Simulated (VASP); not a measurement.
# Sn3Se (Pm-3m) in VASP: notebook

The runs below take Sn3Se through single point, with PBEsol, PBE-based global hybrid with 25 % exact exchange.

Program: VASP 6.6.1. These are calculated values, not measurements. Logs are shortened: lines on timing, memory, paths and dates and some standing lists are left out, and cuts for length are marked.

## Step 1: The cell of the first run

The structure is cubic, space group Pm-3m (No. 221). Conventional cell: a = 4.742 Å, b = 4.742 Å, c = 4.742 Å, α = 90.00°, β = 90.00°, γ = 90.00°. Sn (site symmetry 4/mmm) has 8 Sn at 3.35 Å and 4 Se at 3.35 Å within 4.4 Å. Se (site symmetry m-3m) has 12 Sn at 3.35 Å within 4.4 Å.

## Step 2: Single point, PBEsol

INCAR

```
PREC = Accurate
ENCUT = 520
EDIFF = 1E-6
ISMEAR = -1
SIGMA = 0.03
LREAL = False
LASPH = True
NELM = 100
ALGO = Normal
ISIF = 2
LWAVE = False
LCHARG = False
GGA = PS
NBANDS = 32
```

KPOINTS

```
regular mesh
0
Gamma
  4 4 4
```

POSCAR

```
Sn3Se
1.0
    4.7418790000      0.0000000000      0.0000000000
    0.0000000000      4.7418790000      0.0000000000
    0.0000000000      0.0000000000      4.7418790000
Sn Se
3 1
Direct
    0.5000000000      0.5000000000      0.0000000000
    0.5000000000      0.0000000000      0.5000000000
    0.0000000000      0.5000000000      0.5000000000
    0.0000000000      0.0000000000      0.0000000000
```

Potentials or basis: VASP PAW PBE potentials, release 64 (Sn_d, Se).

Started as:

```bash
$ cat potpaw_PBE.64/Sn_d/POTCAR potpaw_PBE.64/Se/POTCAR > POTCAR
$ mpirun -np 1 vasp_std > vasp.out
```

OUTCAR:

```text
PREC = Accurate
   ENCUT = 520
   EDIFF = 1E-6
   ISMEAR = -1
   LREAL = False
   LASPH = True
   NELM = 100
   ISIF = 2
   GGA = PS

 ion  position               nearest neighbor table
   1  0.500  0.500  0.000-   2 3.35   3 3.35   2 3.35   3 3.35   2 3.35   2 3.35   3 3.35   3 3.35

   2  0.500  0.000  0.500-   1 3.35   3 3.35   1 3.35   1 3.35   3 3.35   1 3.35   3 3.35   3 3.35

   3  0.000  0.500  0.500-   1 3.35   2 3.35   1 3.35   2 3.35   1 3.35   2 3.35   1 3.35   2 3.35

   4  0.000  0.000  0.000-

  LATTYP: Found a simple cubic cell.
 ALAT       =     4.7418790000

  Lattice vectors:

 A1 = (   4.7418790000,   0.0000000000,   0.0000000000)
 A2 = (   0.0000000000,   4.7418790000,   0.0000000000)
 A3 = (   0.0000000000,   0.0000000000,   4.7418790000)

Analysis of symmetry for initial positions (statically):
=====================================================================
 Subroutine PRICEL returns:
 Original cell was already a primitive cell.

 Routine SETGRP: Setting up the symmetry group for a
 simple cubic supercell.

 Subroutine GETGRP returns: Found 48 space group operations
 (whereof 48 operations were pure point group operations)
 out of a pool of 48 trial point group operations.

The static configuration has the point symmetry O_h .

Analysis of symmetry for dynamics (positions and initial velocities):
=====================================================================
 Subroutine PRICEL returns:
 Original cell was already a primitive cell.

 Routine SETGRP: Setting up the symmetry group for a
 simple cubic supercell.

 Subroutine GETGRP returns: Found 48 space group operations
 (whereof 48 operations were pure point group operations)
 out of a pool of 48 trial point group operations.

The dynamic configuration has the point symmetry O_h .

 Subroutine INISYM returns: Found 48 space group operations
 (whereof 48 operations are pure point group operations),
 and found     1 'primitive' translations

----------------------------------------------------------------------------------------

                                     Primitive cell

  volume of cell :     106.6231

  direct lattice vectors                    reciprocal lattice vectors
[... 72 lines left out ...]
   LSORBIT =      F    spin-orbit coupling
   LASPH  =      T    aspherical Exc in radial PAW
   ENCUT  =  520.0 eV  38.22 Ry    6.18 a.u.   8.82  8.82  8.82*2*pi/ulx,y,z
   NELM   =    100;   NELMIN=  2; NELMDL= -5     # of ELM steps
   EDIFF  = 0.1E-05   stopping-criterion for ELM
   LREAL  =      F    real-space projection
   EDIFFG = 0.1E-04   stopping-criterion for IOM
   NSW    =      0    number of steps for IOM
   IBRION =     -1    ionic relax: 0-MD 1-quasi-New 2-CG
   NFREE  =      0    steps in history (QN), initial steepest desc. (CG)
   ISIF   =      2    stress and relaxation
   ISYM   =      2    0-nonsym 1-usesym 2-fastsym
   POTIM  = 0.5000    time-step for ionic-motion
   TEBEG  =    0.0;   TEEND  =   0.0 temperature during run
   PSTRESS=    0.0 pullay stress
   NELECT =      48.0000    total number of electrons
   NUPDOWN=      -1.0000    fix difference up-down
   EMIN   =  10.00;   EMAX   =-10.00  energy-range for DOS
   EFERMI =   0.00;   METHOD = LEGACY
   ISMEAR =    -1;   SIGMA  =   0.03  broadening in eV -4-tet -1-fermi 0-gaus
   EFERMI_NEDOS =   21; number of points for ismear=-14 and -15
   IALGO  =     38    algorithm
   IMIX   =      4    mixing-type and parameters
     AMIX     =   0.40;   BMIX     =  1.00
     AMIX_MAG =   1.60;   BMIX_MAG =  1.00
  volume/ion in A,a.u.               =      26.66       179.88
  Fermi-wavevector in a.u.,A,eV,Ry     =   1.254695  2.371029 21.419096  1.574259
  Thomas-Fermi vector in A             =   2.388487
   LORBIT       =      0    0 simple, 1 ext, 2 COOP (PROOUT), +10 PAW based schemes
   GGA     = PS    functional components
   LHFCALC =     F    Hartree Fock is set to
   AEXX    =    0.0000 exact exchange contribution
   IVDW    =     0    specifies the selected vdW correction
   LEPSILON=     F    determine dielectric tensor
   LRPA    =     F    only Hartree local field effects (RPA)
 non-spin polarized calculation
  energy-cutoff  :      520.00
  volume of cell :      106.62
 maximum number of plane-waves:      2897
 NGX is ok and might be reduce to    36
   NGX = 17   NGY = 17   NGZ = 17

 number of electron      47.9999994 magnetization

 Free energy of the ion-electron system (eV)
  ---------------------------------------------------
  ext. energy  EPLUGINS =         0.00000000
  ---------------------------------------------------
  free energy    TOTEN  =       -16.57276889 eV

  energy without entropy =      -16.56124476  energy(sigma->0) =      -16.56700682

 E-fermi :   7.0679     XC(G=0): -10.3155

 val. band max:        7.0552411429   @ k =   0.0000   0.0000   0.0000
 cond. band min:       7.0705771952   @ k =   0.5000   0.2500   0.0000
 fundamental gap:      0.0153360522
 Fermi energy:         7.0679164528

 k-point     1 :       0.0000    0.0000    0.0000
  band No.  band energies     occupation
      1     -14.6164      2.00000
      2     -14.6164      2.00000
      3     -14.6164      2.00000
      4     -14.5912      2.00000
      5     -14.5912      2.00000
      6     -14.5640      2.00000
[... 339 lines left out ...]
     31      13.1706      0.00000
     32      13.9992      0.00000

------------------------ aborting loop because EDIFF is reached ----------------------------------------

  FORCE on cell =-STRESS in cart. coord.  units (eV):
  Direction    XX          YY          ZZ          XY          YZ          ZX
  --------------------------------------------------------------------------------------
  -------------------------------------------------------------------------------------
  Total       -1.7827262     -1.7827262     -1.7827262      0.0000000      0.0000000      0.0000000
  in kB      -26.7882184    -26.7882184    -26.7882184      0.0000000      0.0000000      0.0000000
  external PRESSURE =     -26.7882184 kB  Pullay stress =       0.0000000 kB

 VOLUME and BASIS-vectors are now :
 -----------------------------------------------------------------------------
  energy-cutoff  :      520.00
  volume of cell :      106.62
      direct lattice vectors                 reciprocal lattice vectors
     4.741879000  0.000000000  0.000000000     0.210886866  0.000000000  0.000000000
     0.000000000  4.741879000  0.000000000     0.000000000  0.210886866  0.000000000
     0.000000000  0.000000000  4.741879000     0.000000000  0.000000000  0.210886866

 POSITION                                       TOTAL-FORCE (eV/Angst)
 -----------------------------------------------------------------------------------
      2.37094      2.37094      0.00000         0.000000      0.000000      0.000000
      2.37094      0.00000      2.37094         0.000000      0.000000      0.000000
      0.00000      2.37094      2.37094         0.000000      0.000000      0.000000
      0.00000      0.00000      0.00000         0.000000      0.000000      0.000000
 -----------------------------------------------------------------------------------
    total drift:                                0.000000      0.000000      0.000000

  FREE ENERGIE OF THE ION-ELECTRON SYSTEM (eV)
  ---------------------------------------------------
  free  energy   TOTEN  =       -16.5727688864 eV

  energy  without entropy=      -16.5612447556  energy(sigma->0) =      -16.56700682
```

Wall time 24 s (1 thread of Intel Xeon Platinum 8259CL at 2.50GHz (Skylake/Cascade Lake), shared host); peak memory 0.2 GiB.

Results:

- Free energy: -16.5728 eV
- Pressure: -2.7 GPa
- Band gap on the k mesh: zero (bands 24 and 25 overlap by 2.42 eV)

Caveat: the PAW data sets were made with another functional, which shifts forces and pressure a little; spin-orbit coupling is left out, which moves the levels of the heavy elements.

## Step 3: Single point, PBE-based global hybrid with 25 % exact exchange

POSCAR is that of step 2.

INCAR.step1

```
PREC = Accurate ; ENCUT = 520
EDIFF = 1E-5 ; ISMEAR = -1
SIGMA = 0.05 ; LREAL = F
LASPH = T ; NELM = 60
ALGO = Normal ; ISIF = 2
LWAVE = T ; LCHARG = F
GGA = PE ; NBANDS = 32
```

INCAR.step2

```
PREC = Accurate ; ENCUT = 520
EDIFF = 1E-7 ; ISMEAR = -1
SIGMA = 0.05 ; LREAL = F
LASPH = T ; NELM = 60
ALGO = Normal ; ISIF = 2
LWAVE = F ; LCHARG = F
GGA = PE ; LHFCALC = T
AEXX = 0.25 ; PRECFOCK = Normal
ISTART = 1 ; NBANDS = 32
```

KPOINTS

```
regular mesh
0
Gamma
  3 3 3
```

Potentials or basis: VASP PAW PBE potentials, release 64 (Sn_d, Se).

Started as:

```bash
$ cat potpaw_PBE.64/Sn_d/POTCAR potpaw_PBE.64/Se/POTCAR > POTCAR
$ cp INCAR.step1 INCAR
$ mpirun -np 1 vasp_std > vasp.out
$ cp INCAR.step2 INCAR
$ mpirun -np 1 vasp_std > vasp.out
```

OUTCAR:

```text
PREC = Accurate
   ENCUT = 520
   EDIFF = 1E-7
   ISMEAR = -1
   LREAL = F
   LASPH = T
   NELM = 60
   ISIF = 2
   GGA = PE
   LHFCALC = T
   AEXX = 0.25
   PRECFOCK = Normal
   ISTART = 1

 ion  position               nearest neighbor table
   1  0.500  0.500  0.000-   2 3.35   3 3.35   2 3.35   3 3.35   2 3.35   2 3.35   3 3.35   3 3.35

   2  0.500  0.000  0.500-   1 3.35   3 3.35   1 3.35   1 3.35   3 3.35   1 3.35   3 3.35   3 3.35

   3  0.000  0.500  0.500-   1 3.35   2 3.35   1 3.35   2 3.35   1 3.35   2 3.35   1 3.35   2 3.35

   4  0.000  0.000  0.000-

  LATTYP: Found a simple cubic cell.
 ALAT       =     4.7418790000

  Lattice vectors:

 A1 = (   4.7418790000,   0.0000000000,   0.0000000000)
 A2 = (   0.0000000000,   4.7418790000,   0.0000000000)
 A3 = (   0.0000000000,   0.0000000000,   4.7418790000)

Analysis of symmetry for initial positions (statically):
=====================================================================
 Subroutine PRICEL returns:
[... 158 lines left out ...]
  free energy    TOTEN  =       -19.31087839 eV

  energy without entropy =      -19.29969396  energy(sigma->0) =      -19.30528618

 E-fermi :   7.1250     XC(G=0):  -8.0371

 val. band max:        7.0276849496   @ k =   0.3333   0.3333   0.3333
 cond. band min:       7.6911539487   @ k =   0.3333   0.0000   0.0000
 fundamental gap:      0.6634689992
 Fermi energy:         7.1250076749

 k-point     1 :       0.0000    0.0000    0.0000
  band No.  band energies     occupation
      1     -17.4692      2.00000
      2     -17.4692      2.00000
      3     -17.4692      2.00000
      4     -17.4634      2.00000
      5     -17.4634      2.00000
      6     -17.4049      2.00000
[... 129 lines left out ...]
     31      13.8533      0.00000
     32      15.1193      0.00000

------------------------ aborting loop because EDIFF is reached ----------------------------------------

  FORCE on cell =-STRESS in cart. coord.  units (eV):
  Direction    XX          YY          ZZ          XY          YZ          ZX
  --------------------------------------------------------------------------------------
  -------------------------------------------------------------------------------------
  Total       -1.3544821     -1.3544821     -1.3544821      0.0000000      0.0000000     -0.0000000
  in kB      -20.3531886    -20.3531886    -20.3531886      0.0000000      0.0000000     -0.0000000
  external PRESSURE =     -20.3531886 kB  Pullay stress =       0.0000000 kB

 VOLUME and BASIS-vectors are now :
 -----------------------------------------------------------------------------
  energy-cutoff  :      520.00
  volume of cell :      106.62
      direct lattice vectors                 reciprocal lattice vectors
     4.741879000  0.000000000  0.000000000     0.210886866  0.000000000  0.000000000
     0.000000000  4.741879000  0.000000000     0.000000000  0.210886866  0.000000000
     0.000000000  0.000000000  4.741879000     0.000000000  0.000000000  0.210886866

 POSITION                                       TOTAL-FORCE (eV/Angst)
 -----------------------------------------------------------------------------------
      2.37094      2.37094      0.00000         0.000000      0.000000      0.000000
      2.37094      0.00000      2.37094         0.000000      0.000000      0.000000
      0.00000      2.37094      2.37094         0.000000      0.000000      0.000000
      0.00000      0.00000      0.00000         0.000000      0.000000      0.000000
 -----------------------------------------------------------------------------------
    total drift:                               -0.000002     -0.000002      0.000000

  FREE ENERGIE OF THE ION-ELECTRON SYSTEM (eV)
  ---------------------------------------------------
  free  energy   TOTEN  =       -19.3108783898 eV

  energy  without entropy=      -19.2996939607  energy(sigma->0) =      -19.30528618
```

OUTCAR.step1:

```text
PREC = Accurate
   ENCUT = 520
   EDIFF = 1E-5
   ISMEAR = -1
   LREAL = F
   LASPH = T
[... 347 lines left out ...]
      2.37094      2.37094      0.00000         0.000000      0.000000      0.000000
      2.37094      0.00000      2.37094         0.000000      0.000000      0.000000
      0.00000      2.37094      2.37094         0.000000      0.000000      0.000000
      0.00000      0.00000      0.00000         0.000000      0.000000      0.000000
 -----------------------------------------------------------------------------------
    total drift:                                0.000000      0.000000      0.000000

  FREE ENERGIE OF THE ION-ELECTRON SYSTEM (eV)
  ---------------------------------------------------
  free  energy   TOTEN  =       -14.7390658043 eV

  energy  without entropy=      -14.6920181463  energy(sigma->0) =      -14.71554198
```

Run time: 15 min. Hardware: 1 thread of Intel Xeon Platinum 8488C (Sapphire Rapids), shared host; peak memory 0.23 GiB.

Results:

- Free energy: -19.3109 eV
- Pressure: -2.0 GPa
- Band gap on the k mesh: zero (bands 24 and 25 overlap by 0.33 eV)

Levels at points of the mesh, in eV from the Fermi level:
```csv
k point,band 21,band 22,band 23,band 24,band 25,band 26,band 27,band 28
"(0.00, 0.00, 0.00)",-5.27,-5.27,-0.43,-0.43,-0.43,3.13,3.13,3.13
```

Caveat: the k points lie up to 0.44 Å⁻¹ apart; the PAW data sets were made with another functional, which shifts forces and pressure a little; spin-orbit coupling is left out, which moves the levels of the heavy elements.
